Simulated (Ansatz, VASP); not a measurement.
# Al2Pt: VASP beside Ansatz

File INCAR:

```
SYSTEM = Al2Pt
PREC = Accurate ; ENCUT = 520
EDIFF = 1E-6 ; ISMEAR = 0
SIGMA = 0.1 ; LREAL = .False.
LASPH = .True. ; NELM = 80
ALGO = Fast ; ISIF = 2
LWAVE = .False. ; LCHARG = .False.
GGA = PS ; NBANDS = 25
```

File KPOINTS:

```
regular mesh
0
Gamma
  8 8 6
  0 0 0
```

Contents of POSCAR:

```
Al2Pt
1.0
    2.9482572945      2.9482572945      0.0000000000
   -2.9482572945      2.9482572945      0.0000000000
    0.0000000000      0.0000000000      5.8965145891
Al Pt
4 2
Direct
    0.0000000000      0.5000000000      0.7500000000
    0.5000000000      0.0000000000      0.7500000000
    0.5000000000      0.0000000000      0.2500000000
    0.0000000000      0.5000000000      0.2500000000
    0.0000000000      0.0000000000      0.0000000000
    0.5000000000      0.5000000000      0.5000000000
```

Input for Ansatz:

```yaml
crystal:
  lattice:
    - [2.9482572945, 2.9482572945, 0.0]
    - [-2.9482572945, 2.9482572945, 0.0]
    - [0.0, 0.0, 5.8965145891]
  atoms:
    - { symbol: Al, position: [0.0, 0.5, 0.75] }
    - { symbol: Al, position: [0.5, 0.0, 0.75] }
    - { symbol: Al, position: [0.5, 0.0, 0.25] }
    - { symbol: Al, position: [0.0, 0.5, 0.25] }
    - { symbol: Pt, position: [0.0, 0.0, 0.0] }
    - { symbol: Pt, position: [0.5, 0.5, 0.5] }
basis:
  ecutwfc: 420
kpoints:
  mp_grid: { grid: [8, 8, 6] }
hamiltonian:
  xc: pbesol
scf:
  occupations: { method: gaussian, width: 0.1 }
output:
  forces: true
  stress: true
  eigenvalues: true
```

Alike in both runs: task single point; functional PBEsol; k mesh 8 × 8 × 6; occupations gaussian, width 0.1 eV; no spin polarisation.

|  | VASP | Ansatz |
| --- | --- | --- |
| version | VASP 6.6.1 | Ansatz 0.2.0 |
| potentials or method | VASP PAW PBE potentials, release 64 (Al, Pt), cutoff 520 eV | scalar-relativistic, plane waves, PAW |
| valence electrons in the cell | 32 | 48 |

```csv
,VASP,Ansatz,Ansatz less VASP
gap on the k mesh at the Fermi level (eV),none,none,-
pressure (GPa),0.0,0.0,+0.02
```

VASP's potentials were made for PBE, not for PBEsol. A gap of «none» marks a metal or a gap that the smearing closes. VASP's potentials hold 32 valence electrons a cell and Ansatz's 48, so a difference there can come from the potentials and not from the codes.

Spin-orbit coupling is off throughout.
